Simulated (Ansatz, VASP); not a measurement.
**One calculation of KTaO3, two programs**

POSCAR

```
KTaO3
1.0
    4.0300324140      0.0000000000      0.0000000000
    0.0000000000      4.0300324140      0.0000000000
    0.0000000000      0.0000000000      4.0300324140
K Ta O
1 1 3
Direct
    0.0000000000      0.0000000000      0.0000000000
    0.5000000000      0.5000000000      0.5000000000
    0.5000000000      0.5000000000      0.0000000000
    0.5000000000      0.0000000000      0.5000000000
    0.0000000000      0.5000000000      0.5000000000
```

File INCAR.step1:

```
SYSTEM = KTaO3
  ALGO = Normal
  EDIFF = 1E-5
  ENCUT = 520
  GGA = PE
  ISIF = 2
  ISMEAR = 0
  LASPH = .True.
  LCHARG = .False.
  LREAL = .False.
  LWAVE = .True.
  NBANDS = 27
  NELM = 100
  PREC = Accurate
  SIGMA = 0.01
```

Contents of INCAR.step2:

```
SYSTEM = KTaO3
  ALGO = Normal
  EDIFF = 1E-6
  ENCUT = 520
  GGA = PE
  HFSCREEN = 0.2079
  ISIF = 2
  ISMEAR = 0
  ISTART = 1
  LASPH = .True.
  LCHARG = .False.
  LHFCALC = .True.
  LREAL = .False.
  LWAVE = .False.
  NBANDS = 27
  NELM = 100
  PREC = Accurate
  PRECFOCK = Fast
  SIGMA = 0.01
```

KPOINTS

```
k-points
0
Gamma
  4 4 4
  0 0 0
```

Input for Ansatz:

```yaml
crystal:
  lattice:
    - [4.030032414, 0.0, 0.0]
    - [0.0, 4.030032414, 0.0]
    - [0.0, 0.0, 4.030032414]
  atoms:
    - { symbol: K, position: [0.0, 0.0, 0.0] }
    - { symbol: Ta, position: [0.5, 0.5, 0.5] }
    - { symbol: O, position: [0.5, 0.5, 0.0] }
    - { symbol: O, position: [0.5, 0.0, 0.5] }
    - { symbol: O, position: [0.0, 0.5, 0.5] }
kpoints:
  mp_grid: { grid: [4, 4, 4] }
  band_path:
    path: [[0.0, 0.0, 0.0], [0.0, 0.5, 0.0], [0.5, 0.5, 0.0], [0.5, 0.5, 0.5]]
    npoints: 1
hamiltonian:
  xc: hse06
scf:
  occupations: { method: fixed }
  n_extra_bands: 5
output:
  forces: true
  stress: true
  eigenvalues: true
```

Change from the starting cell: hydrostatic strain +1.0%.

Alike in both runs: task single point; functional HSE06; k mesh 4 × 4 × 4; no spin polarisation.

|  | VASP | Ansatz |
| --- | --- | --- |
| version | VASP 6.6.1 | Ansatz 0.2.0 |
| potentials or method | VASP PAW PBE potentials, release 64 (K_sv, Ta_pv, O) | plane waves, PAW |
| plane-wave cutoff (eV) | 520 | 420 |
| occupations | gaussian, width 0.01 eV | fixed |
| valence electrons in the cell | 38 | 40 |

|  | VASP | Ansatz | Ansatz less VASP |
| --- | --- | --- | --- |
| gap on the k mesh at the Fermi level (eV) | 3.39 | 3.48 | +0.084 |
| pressure (GPa) | -6.2 | -6.5 | -0.25 |

VASP's potentials hold 38 valence electrons a cell and Ansatz's 40, so a difference there can come from the potentials and not from the codes. Ansatz's warnings: stress exchange threshold loose, stress scf threshold loose.

Spin-orbit coupling is off throughout.
